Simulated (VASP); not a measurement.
# Hf2H (P6_3/mmc) in VASP: notebook, part 2 of 2

VASP 6.6.1. Earlier steps stand in the parts before.

## 5. Relaxation of cell and atoms, PBE

The input, INCAR:

```
ALGO = Normal
EDIFF = 1E-6
EDIFFG = -0.04
ENCUT = 600
GGA = PE
IBRION = 2
ISIF = 3
ISMEAR = 0
LASPH = T
LCHARG = F
LREAL = F
LWAVE = F
NELM = 100
NSW = 90
PREC = Accurate
SIGMA = 0.1
```

The input, KPOINTS:

```
k-points
0
Gamma
  6 6 4
```

The input, POSCAR:

```
Hf2H
1.0
    4.4708033500      0.0000000000      0.0000000000
   -2.2354016700      3.8718292700      0.0000000000
    0.0000000000      0.0000000000      5.5535035300
Hf H
4 2
Direct
    0.0000000000      0.0000000000      0.0000000000
    0.0000000000      0.0000000000      0.5000000000
    0.3333333300      0.6666666700      0.7500000000
    0.6666666700      0.3333333300      0.2500000000
    0.3333333300      0.6666666700      0.2500000000
    0.6666666700      0.3333333300      0.7500000000
```

On the command line:

```console
cat potpaw_PBE.64/Hf_pv/POTCAR potpaw_PBE.64/H/POTCAR > POTCAR
mpirun -np 1 vasp_std > vasp.out
```

Wall time 15 min (1 thread of Oxide Virtual Turin-like, shared host); peak memory 0.26 GiB.

Results (log left out):

```yaml
Free_energy: -46.0258 eV
Relaxed_volume: 16.39 Å³/atom
Relaxed_cell: a = 3.316 Å, b = 3.316 Å, c = 10.328 Å, α = 90.00°, β = 90.00°, γ = 120.00°
Space_group_after_relaxing_to_0.05_Å: P6_3/mmc (No. 194)
Energy_gained_by_relaxing: 745.8 meV/atom
Ionic_steps: 17
Pressure_after_relaxing: 0.0 GPa
Band_gap_on_the_k_mesh: zero (band 21 reaches 5.28 eV, above the bottom of band 22 at 4.10 eV)
```

Stress tensor (GPa, compression positive):
```
-0.18  0.00  0.00
 0.00 -0.18  0.00
 0.00  0.00  0.33
```

Step by step:
```csv
step,energy change (eV),largest force (eV/Å),pressure (GPa),volume (Å³)
1,0.0000,0.0000,3.84,96.13
2,-0.1302,0.0000,-1.27,101.55
3,-0.1373,0.0000,-3.28,104.16
4,-0.2444,0.0000,-3.64,104.65
5,-0.5514,0.0000,-4.27,105.53
6,-1.4917,0.0000,-5.40,104.78
7,-4.1147,0.0000,3.11,94.90
8,54.2660,0.0000,334.63,54.98
9,-4.2193,0.0000,4.82,93.85
10,-3.9502,0.0000,15.43,88.36
11,-4.2180,0.0000,11.05,90.43
12,-4.2625,0.0000,9.02,92.04
13,-4.2625,0.0000,9.04,92.01
14,-4.3215,0.0000,7.63,92.91
15,-4.4397,0.0000,3.58,95.62
16,-4.4353,0.0000,-3.20,101.16
17,-4.4751,0.0000,-0.01,98.35
```

Final structure:
```cif
data_structure
_symmetry_space_group_name_H-M 'P 1'
_symmetry_Int_Tables_number 1
_cell_length_a 3.3161
_cell_length_b 3.3161
_cell_length_c 10.3278
_cell_angle_alpha 90.000
_cell_angle_beta 90.000
_cell_angle_gamma 120.000
_cell_volume 98.35
loop_
_atom_site_label
_atom_site_type_symbol
_atom_site_fract_x
_atom_site_fract_y
_atom_site_fract_z
_atom_site_occupancy
Hf1 Hf 0.00000 0.00000 0.00000 1
Hf2 Hf 0.00000 0.00000 0.50000 1
Hf3 Hf 0.33333 0.66667 0.75000 1
Hf4 Hf 0.66667 0.33333 0.25000 1
H1 H 0.33333 0.66667 0.25000 1
H2 H 0.66667 0.33333 0.75000 1
```

Levels at points of the mesh, in eV from the Fermi level:
| k point | band 19 | band 20 | band 21 | band 22 | band 23 | band 24 |
| --- | --- | --- | --- | --- | --- | --- |
| (0.00, 0.00, 0.00) | 0.55 | 0.71 | 0.79 | 0.79 | 1.06 | 1.34 |
| (0.50, 0.00, 0.00) | -1.06 | -0.49 | -0.19 | -0.12 | 0.22 | 0.93 |
| (0.00, 0.00, 0.50) | 0.54 | 0.54 | 1.00 | 1.00 | 1.00 | 1.00 |
| (0.50, 0.00, 0.50) | -0.77 | -0.77 | 0.09 | 0.09 | 1.08 | 1.08 |

Caveat: spin-orbit coupling is left out, which moves the levels of the heavy elements.

## 6. Relaxation of cell and atoms, PBE

This run uses another cell than the first one, of 16.74 Å³/atom, 1.045 times its volume.

The input, INCAR:

```
SYSTEM = Hf2H
PREC = Accurate
ENCUT = 600
EDIFF = 1E-6
ISMEAR = 0
SIGMA = 0.1
LREAL = .False.
LASPH = .True.
NELM = 100
ALGO = Normal
ISIF = 3
LWAVE = .False.
LCHARG = .False.
GGA = PE
IBRION = 2
NSW = 100
EDIFFG = -0.01
```

The input, KPOINTS:

```
Automatic mesh
0
Gamma
  12 12 4
  0 0 0
```

The input, POSCAR:

```
Hf2H
1.0
    3.2972853377      0.0000000000      0.0000000000
   -1.6486426689      2.8555328660      0.0000000000
    0.0000000000      0.0000000000     10.6679328496
Hf H
4 2
Direct
    0.0000000000      0.0000000000      0.0000000000
    0.0000000000      0.0000000000      0.5000000000
    0.3333333333      0.6666666667      0.7500000000
    0.6666666667      0.3333333333      0.2500000000
    0.3333333333      0.6666666667      0.2500000000
    0.6666666667      0.3333333333      0.7500000000
```

Potentials or basis: VASP PAW PBE potentials, release 64 (Hf_pv, H).

On the command line:

```console
cat potpaw_PBE.64/Hf_pv/POTCAR potpaw_PBE.64/H/POTCAR > POTCAR
mpirun -np 1 vasp_std > vasp.out
```

OUTCAR:

```text
SYSTEM = Hf2H
   PREC = Accurate
   ENCUT = 600
   EDIFF = 1E-6
   ISMEAR = 0
   LREAL = .False.
   LASPH = .True.
   NELM = 100
   ISIF = 3
   GGA = PE
   IBRION = 2
   NSW = 100
   EDIFFG = -0.01

 ion  position               nearest neighbor table
   1  0.000  0.000  0.000-   3 3.28   4 3.28   4 3.28   3 3.28   4 3.28   3 3.28
   2  0.000  0.000  0.500-   3 3.28   4 3.28   4 3.28   3 3.28   4 3.28   3 3.28
   3  0.333  0.667  0.750-   6 1.90   6 1.90   6 1.90   1 3.28   2 3.28   2 3.28   1 3.28   2 3.28
                             1 3.28
   4  0.667  0.333  0.250-   5 1.90   5 1.90   5 1.90   1 3.28   2 3.28   1 3.28   2 3.28   1 3.28
                             2 3.28
   5  0.333  0.667  0.250-   4 1.90   4 1.90   4 1.90
   6  0.667  0.333  0.750-   3 1.90   3 1.90   3 1.90

  LATTYP: Found a hexagonal cell.
 ALAT       =     3.2972853377
 C/A-ratio  =     3.2353684189

  Lattice vectors:

 A1 = (   3.2972853377,   0.0000000000,   0.0000000000)
 A2 = (  -1.6486426689,   2.8555328660,   0.0000000000)
 A3 = (   0.0000000000,   0.0000000000,  10.6679328496)

Analysis of symmetry for initial positions (statically):
=====================================================================
 Subroutine PRICEL returns:
 Original cell was already a primitive cell.

 Routine SETGRP: Setting up the symmetry group for a
 hexagonal supercell.

 Subroutine GETGRP returns: Found 24 space group operations
 (whereof 12 operations were pure point group operations)
 out of a pool of 24 trial point group operations.

The static configuration has the point symmetry D_3d.
 The point group associated with its full space group is D_6h.

Analysis of symmetry for dynamics (positions and initial velocities):
=====================================================================
 Subroutine PRICEL returns:
 Original cell was already a primitive cell.

[... 137 lines left out ...]
  volume/ion in A,a.u.               =      16.74       112.97
  Fermi-wavevector in a.u.,A,eV,Ry     =   1.224193  2.313390 20.390355  1.498649
  Thomas-Fermi vector in A             =   2.359277
   LORBIT       =      0    0 simple, 1 ext, 2 COOP (PROOUT), +10 PAW based schemes
   GGA     = PE    functional components
   LHFCALC =     F    Hartree Fock is set to
   AEXX    =    0.0000 exact exchange contribution
   IVDW    =     0    specifies the selected vdW correction
   LEPSILON=     F    determine dielectric tensor
   LRPA    =     F    only Hartree local field effects (RPA)
 conjugate gradient relaxation of ions
 non-spin polarized calculation
 Gauss-broadening in eV      SIGMA  =   0.10
  energy-cutoff  :      600.00
  volume of cell :      100.44
 maximum number of plane-waves:      3426
 NGX is ok and might be reduce to    28
   NGX = 13   NGY = 13   NGZ = 43

--------------------------------------- Ionic step        1  -------------------------------------------

 number of electron      41.9999996 magnetization

 Free energy of the ion-electron system (eV)
  ---------------------------------------------------
  ext. energy  EPLUGINS =         0.00000000
  ---------------------------------------------------
  free energy    TOTEN  =       -46.30687286 eV

  energy without entropy =      -46.26685094  energy(sigma->0) =      -46.28686190

------------------------ aborting loop because EDIFF is reached ----------------------------------------

  FORCE on cell =-STRESS in cart. coord.  units (eV):
  Direction    XX          YY          ZZ          XY          YZ          ZX
  --------------------------------------------------------------------------------------
  -------------------------------------------------------------------------------------
  Total       -0.4771366     -0.4771366      0.0976682      0.0000000      0.0000000      0.0000000
  in kB       -7.6107830     -7.6107830      1.5579010      0.0000000      0.0000000      0.0000000
  external PRESSURE =      -4.5545550 kB  Pullay stress =       0.0000000 kB
[... 147 lines left out ...]
--------------------------------------- Ionic step        5  -------------------------------------------

 number of electron      41.9999997 magnetization

 Free energy of the ion-electron system (eV)
  ---------------------------------------------------
  ext. energy  EPLUGINS =         0.00000000
  ---------------------------------------------------
  free energy    TOTEN  =       -46.30862376 eV

  energy without entropy =      -46.26786879  energy(sigma->0) =      -46.28824627

 E-fermi :   4.1149     XC(G=0): -10.9896

 val. band max:        4.1118968116   @ k =   0.0833   0.0000   0.0000
 cond. band min:       4.1152725275   @ k =   0.3333   0.3333   0.0000
 fundamental gap:      0.0033757159
 Fermi energy:         4.1149479114

 k-point     1 :       0.0000    0.0000    0.0000
  band No.  band energies     occupation
      1     -26.7468      2.00000
      2     -26.6290      2.00000
      3     -26.3943      2.00000
      4     -26.3943      2.00000
      5     -26.3916      2.00000
      6     -26.3916      2.00000
[... 661 lines left out ...]
     24       5.2746      0.00000
     25       5.7345      0.00000

 [... further k-points ...]
[... 5 lines left out ...]
  --------------------------------------------------------------------------------------
  -------------------------------------------------------------------------------------
  Total        0.0048790      0.0048790      0.0004431     -0.0000000     -0.0000000      0.0000000
  in kB        0.0780426      0.0780426      0.0070870     -0.0000000     -0.0000000      0.0000000
  external PRESSURE =       0.0543908 kB  Pullay stress =       0.0000000 kB
[... 21 lines left out ...]
  FREE ENERGIE OF THE ION-ELECTRON SYSTEM (eV)
  ---------------------------------------------------
  free  energy   TOTEN  =       -46.3086237570 eV

  energy  without entropy=      -46.2678687920  energy(sigma->0) =      -46.28824627

 reached required accuracy - stopping structural energy minimisation
```

OSZICAR:

```text
N       E                     dE             d eps       ncg     rms          rms(c)
DAV:   1     0.165027693647E+03    0.16503E+03   -0.25368E+04  2946   0.176E+03
[... 43 lines left out ...]
DAV:   1    -0.463090306831E+02   -0.45814E-03   -0.19920E-02  2866   0.939E-01    0.215E-01
DAV:   2    -0.463087329131E+02    0.29777E-03   -0.55050E-04  3442   0.140E-01    0.781E-02
DAV:   3    -0.463086477306E+02    0.85183E-04   -0.12322E-04  3500   0.559E-02    0.430E-02
DAV:   4    -0.463086289312E+02    0.18799E-04   -0.38064E-05  3816   0.306E-02    0.361E-02
DAV:   5    -0.463086256720E+02    0.32592E-05   -0.10272E-05  3034   0.133E-02    0.206E-02
DAV:   6    -0.463086237217E+02    0.19503E-05   -0.46609E-06  2570   0.125E-02    0.326E-03
DAV:   7    -0.463086237570E+02   -0.35281E-07   -0.31035E-07  1601   0.387E-03
   5 F= -.46308624E+02 E0= -.46288246E+02  d E =-.390792E-03
```

Wall time 9.7 min (1 thread of Oxide Virtual Turin-like, shared host); peak memory 0.32 GiB.

What came out:

```
Free energy                            : -46.3086 eV
Relaxed volume                         : 16.69 Å³/atom
Relaxed cell                           : a = 3.286 Å, b = 3.286 Å, c = 10.709 Å, α = 90.00°, β = 90.00°, γ = 120.00°
Space group after relaxing (to 0.05 Å) : P6_3/mmc (No. 194)
Energy gained by relaxing              : 0.3 meV/atom
Ionic steps                            : 5
Pressure after relaxing                : 0.0 GPa
Band gap on the k mesh                 : zero (band 21 reaches 5.25 eV, above the bottom of band 22 at 3.79 eV)
```

Step by step:
```tsv
step	energy change (eV)	largest force (eV/Å)	pressure (GPa)	volume (Å³)
1	0.0000	0.0000	-0.46	100.44
2	-0.0012	0.0000	0.40	99.75
3	-0.0014	0.0000	0.16	99.94
4	-0.0017	0.0000	0.06	100.08
5	-0.0018	0.0000	0.01	100.16
```

Final structure:
```xyz
6
Lattice="3.2864 0.0000 0.0000 -1.6432 2.8461 0.0000 0.0000 0.0000 10.7086" Properties=species:S:1:pos:R:3 pbc="T T T"
Hf    0.0000    0.0000   10.7086
Hf    0.0000    0.0000    5.3543
Hf    0.0000    1.8974    8.0314
Hf    1.6432    0.9487    2.6771
H     0.0000    1.8974    2.6771
H     1.6432    0.9487    8.0314
```

Caveat: spin-orbit coupling is left out, which moves the levels of the heavy elements.

## 7. Summary

| task | cell | k mesh | cutoff (eV) | gap on the mesh (eV) | pressure (GPa) | relaxed volume (Å³/atom) |
| --- | --- | --- | --- | --- | --- | --- |
| single point | a = 4.471, b = 4.471, c = 5.554 Å, angles 90.0, 90.0, 120.0°, 6 atoms | 6 × 6 × 4 | 520 | none | 3.8 | - |
| single point | a = 3.297, b = 3.297, c = 10.668 Å, angles 90.0, 90.0, 120.0°, 6 atoms | 6 × 6 × 4 | 520 | none | -0.5 | - |
| single point | a = 3.290, b = 3.290, c = 10.722 Å, angles 90.0, 90.0, 120.0°, 6 atoms | 12 × 12 × 4 | 520 | none | -0.4 | - |
| relaxation of cell and atoms | relaxed from a = 4.471, b = 4.471, c = 5.554 Å, angles 90.0, 90.0, 120.0°, 6 atoms | 6 × 6 × 4 | 600 | none | 0.0 | 16.39 |
| relaxation of cell and atoms | relaxed from a = 3.297, b = 3.297, c = 10.668 Å, angles 90.0, 90.0, 120.0°, 6 atoms | 12 × 12 × 4 | 600 | none | 0.0 | 16.69 |

Alike in all rows: level PBE; potentials or basis VASP PAW PBE potentials, release 64 (Hf_pv, H); no spin polarisation; smearing gaussian 0.1 eV.

Caveats: some runs use coarse meshes; spin-orbit coupling is left out, which moves the levels of the heavy elements.

Total energies depend on the potentials used, so only differences within one code and one set of settings carry meaning.
